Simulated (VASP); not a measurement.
Write the native input for VASP 6.6.1 that does the following.

- Task: single point
- Functional: PBEsol
- Potentials or basis: VASP PAW PBE potentials, release 64 (Sn_d)
- Cutoff: 520 eV
- k mesh: 7 × 7 × 7
- Occupations: fermi-dirac, width 0.1 eV
- Spin: no spin polarisation
- Dipole correction: no
- Further INCAR settings: ALGO = Normal; EDIFF = 1e-06; NBANDS = 21

The structure of Sn lies in POSCAR:

```
Sn
1.0
    0.0000000000      3.2721634330      3.2721634330
    3.2721634330      0.0000000000      3.2721634330
    3.2721634330      3.2721634330      0.0000000000
Sn
2
Direct
    0.0000000000      0.0000000000      0.0000000000
    0.2500000000      0.2500000000      0.2500000000
```

This isn't the form of Sn at room conditions, which is tetragonal (white tin).

One way to write it, as run:

INCAR

```
PREC = Accurate ; ENCUT = 520
EDIFF = 1E-6 ; ISMEAR = -1
SIGMA = 0.1 ; LREAL = F
LASPH = T ; NELM = 60
ALGO = Normal ; ISIF = 2
LWAVE = F ; LCHARG = F
GGA = PS ; NBANDS = 21
```

KPOINTS

```
regular mesh
0
Gamma
  7 7 7
```

Potentials or basis: VASP PAW PBE potentials, release 64 (Sn_d).

Launch:

```bash
$ cat potpaw_PBE.64/Sn_d/POTCAR > POTCAR
$ mpirun -np 1 vasp_std > vasp.out
```

It gave:

- Pressure: -0.1 GPa
- Band gap on the k mesh: zero (bands 14 and 15 overlap by 0.16 eV)

Caveat: the PAW data sets were made with another functional, which shifts forces and pressure a little; spin-orbit coupling is left out, which moves the levels of the heavy elements.

It took 48 s on 1 thread of Oxide Virtual Turin-like Processor, with other jobs on the host, peak memory 0.17 GiB.
